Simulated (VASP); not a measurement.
A run of VASP 6.6.1 is set up as follows.

Contents of POSCAR:

```
AlN
1.0
    0.0000000000      2.1369722495      2.1369722495
    2.1369722495      0.0000000000      2.1369722495
    2.1369722495      2.1369722495      0.0000000000
Al N
1 1
Direct
    0.0000000000      0.0000000000      0.0000000000
    0.5000000000      0.5000000000      0.5000000000
```

The input INCAR.step1:

```
PREC = Accurate ; ENCUT = 520
EDIFF = 1E-5 ; ISMEAR = 0
SIGMA = 0.01 ; LREAL = False
LASPH = True ; NELM = 60
ALGO = Normal ; ISIF = 2
LWAVE = True ; LCHARG = False
GGA = PE ; NBANDS = 11
```

INCAR.step2

```
PREC = Accurate ; ENCUT = 520
EDIFF = 1E-6 ; ISMEAR = 0
SIGMA = 0.01 ; LREAL = False
LASPH = True ; NELM = 60
ALGO = Normal ; ISIF = 2
LWAVE = False ; LCHARG = False
GGA = PE ; LHFCALC = True
HFSCREEN = 0.2079 ; PRECFOCK = Normal
ISTART = 1 ; NBANDS = 11
```

File KPOINTS:

```
regular mesh
0
Gamma
  8 8 8
```

Potentials or basis: VASP PAW PBE potentials, release 64 (Al, N).

Launch:

```console
$ cat potpaw_PBE.64/Al/POTCAR potpaw_PBE.64/N/POTCAR > POTCAR
$ cp INCAR.step1 INCAR
$ mpirun -np 1 vasp_std > vasp.out
$ cp INCAR.step2 INCAR
$ mpirun -np 1 vasp_std > vasp.out
```

(1) Estimate the band gap on the k mesh.

(2) What does it give for the pressure?

## Answers

(1) 4.32 eV (least direct gap 4.76 eV).

(2) -34.8 GPa.

Caveat: the cell differs from its parent crystal (strain +5.8%); the cell stands under tension; the structure was generated, so it needn't be the stable form of AlN; the PAW data sets were made with another functional, which shifts forces and pressure a little.
